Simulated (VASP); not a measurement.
Here is a VASP 6.6.1 calculation.

The input INCAR:

```
SYSTEM = KSnH3
PREC = Accurate
ENCUT = 500
EDIFF = 1E-6
ISMEAR = 0
SIGMA = 0.05
LREAL = .False.
LASPH = .True.
NELM = 120
ALGO = Normal
ISIF = 2
LWAVE = .False.
LCHARG = .False.
GGA = PS
NBANDS = 21
GGA_COMPAT = .False.
```

File KPOINTS:

```
Automatic mesh
0
Gamma
  4 4 4
  0 0 0
```

Contents of POSCAR:

```
KSnH3
1.0
    4.7000000000      0.0000000000      0.0000000000
    0.0000000000      4.7000000000      0.0000000000
    0.0000000000      0.0000000000      4.7000000000
K Sn H
1 1 3
Direct
    0.0000000000      0.0000000000      0.0000000000
    0.5000000000      0.5000000000      0.5000000000
    0.5000000000      0.5000000000      0.0000000000
    0.5000000000      0.0000000000      0.5000000000
    0.0000000000      0.5000000000      0.5000000000
```

Potentials or basis: VASP PAW PBE potentials, release 64 (K_sv, Sn_d, H).

Command:

```bash
$ cat potpaw_PBE.64/K_sv/POTCAR potpaw_PBE.64/Sn_d/POTCAR potpaw_PBE.64/H/POTCAR > POTCAR
$ mpirun -np 1 vasp_std > vasp.out
```

(1) Predict the pressure.

(2) Predict the band gap on the k mesh.

Results:

(1) -4.4 GPa.

(2) zero (bands 13 and 14 overlap by 0.13 eV).

Caveat: the cell stands under tension; the PAW data sets were made with another functional, which shifts forces and pressure a little; spin-orbit coupling is left out, which moves the levels of the heavy elements.
